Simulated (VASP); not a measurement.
A run of VASP 6.6.1:

File INCAR:

```
SYSTEM = SiNi
ALGO = Normal
EDIFF = 1E-6
EDIFFG = -0.01
ENCUT = 600
GGA = PE
IBRION = 2
ISIF = 3
ISMEAR = 0
LASPH = .TRUE.
LCHARG = .FALSE.
LREAL = .FALSE.
LWAVE = .FALSE.
NELM = 80
NSW = 100
PREC = Accurate
SIGMA = 0.1
```

Contents of KPOINTS:

```
k-points
0
G
  16 14 10
  0 0 0
```

File POSCAR:

```
SiNi
1.0
    3.0266199100      0.0000000000      0.0000000000
    0.0000000000      3.2734999700      0.0000000000
    0.0000000000      0.0000000000      4.6977601100
Si Ni
2 2
Direct
    0.5000000000      0.5000000000      0.8423000000
    0.0000000000      0.0000000000      0.1577000000
    0.5000000000      0.5000000000      0.3442200100
    0.0000000000      0.0000000000      0.6557799900
```

Potentials or basis: VASP PAW PBE potentials, release 64 (Si, Ni).

Run with:

```sh
$ cat potpaw_PBE.64/Si/POTCAR potpaw_PBE.64/Ni/POTCAR > POTCAR
$ mpirun -np 1 vasp_std > vasp.out
```

Hardware: 1 thread of AMD EPYC 9R45 96-Core Processor (Zen 5), with other jobs on the host.

Problem. How long does it take, and how much memory?

Solution. Wall time 17 min on 1 thread of AMD EPYC 9R45 96-Core Processor (Zen 5) (shared host), peak memory 0.48 GiB. Counts: scf iterations 65, k points 432, ion steps 10.
